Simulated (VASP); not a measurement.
Runs of VASP 6.6.1 on AlZn3. The structure is that of space group Pm-3n (No. 223), or close to it. The cells are those of the table. The cell was generated, and may not be a known phase.

| task | level | cell | k mesh | cutoff (eV) | gap on the mesh (eV) | pressure (GPa) |
| --- | --- | --- | --- | --- | --- | --- |
| single point | PBE | a = 4.820 Å, 8 atoms | 4 × 4 × 4 | 520 | none | 13.4 |
| single point | PBEsol | a = 5.040 Å, 8 atoms | 8 × 8 × 8 | 520 | none | (a) |
| single point | PBE | a = 5.038 Å, 8 atoms | 4 × 4 × 4 | 520 | none | 0.4 |
| single point | PBE | a = 5.040 Å, 8 atoms | 8 × 8 × 8 | 520 | none | 0.3 |
| relaxation of cell and atoms | PBE | relaxed from a = 4.820 Å, 8 atoms | 4 × 4 × 4 | 600 | none | 0.2 |

Alike in all rows: potentials or basis VASP PAW PBE potentials, release 64 (Al, Zn); no spin polarisation; smearing gaussian 0.1 eV.

Question: Fill in the values left out.

Answer: (a) -3.7.

Caveats: the cell stands under pressure (at least some runs); the cell stands under tension (at least some runs); the PAW data sets were made with another functional, which shifts forces and pressure a little (at least some runs).

A gap of «none» marks levels without a gap at the run's occupations.
